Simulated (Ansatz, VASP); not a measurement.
**InSb in VASP and in Ansatz**

INCAR

```
SYSTEM = InSb
PREC = Accurate ; ENCUT = 520
EDIFF = 1E-8 ; ISMEAR = -1
SIGMA = 0.05 ; LREAL = .False.
LASPH = .True. ; NELM = 80
ALGO = Normal ; ISIF = 2
LWAVE = .False. ; LCHARG = .False.
GGA = PS ; LEFG = .True.
NBANDS = 16
```

Contents of KPOINTS:

```
Automatic mesh
0
Gamma
  9 9 9
  0 0 0
```

Contents of POSCAR:

```
InSb
1.0
    0.0000000000      3.1729773647      3.1729773647
    3.1729773647      0.0000000000      3.1729773647
    3.1729773647      3.1729773647      0.0000000000
In Sb
1 1
Direct
    0.0000000000      0.0000000000      0.0000000000
    0.7500000000      0.7500000000      0.7500000000
```

Input for Ansatz:

```yaml
crystal:
  lattice:
    - [0.0, 3.1729773647, 3.1729773647]
    - [3.1729773647, 0.0, 3.1729773647]
    - [3.1729773647, 3.1729773647, 0.0]
  atoms:
    - { symbol: In, position: [0.0, 0.0, 0.0] }
    - { symbol: Sb, position: [0.75, 0.75, 0.75] }
kpoints:
  mp_grid: { grid: [9, 9, 9] }
scf:
  occupations: { method: fermi_dirac, width: 0.05 }
hamiltonian:
  xc: pbesol
  pseudopotentials: { kind: all_electron, datasets: crystal }
output:
  forces: true
  stress: true
  eigenvalues: true
  efg: { contact_densities: true }
```

Change from the starting cell: volume scaled by 0.94, crystal datasets.

Alike in both runs: task electric field gradients; functional PBEsol; k mesh 9 × 9 × 9; occupations fermi-dirac, width 0.05 eV; no spin polarisation.

```csv
,VASP,Ansatz
version,VASP 6.6.1,Ansatz 0.2.0
potentials or method,"VASP PAW PBE potentials, release 64 (In_d, Sb), cutoff 520 eV","all-electron PAW with datasets made for the crystal, scalar-relativistic"
```

|  | VASP | Ansatz | Ansatz less VASP |
| --- | --- | --- | --- |
| pressure (GPa) | 4.2 | 4.2 | -0.02 |

VASP's potentials were made for PBE, not for PBEsol. Ansatz ran all-electron here, and VASP with PAW potentials.

Spin-orbit coupling is off throughout.
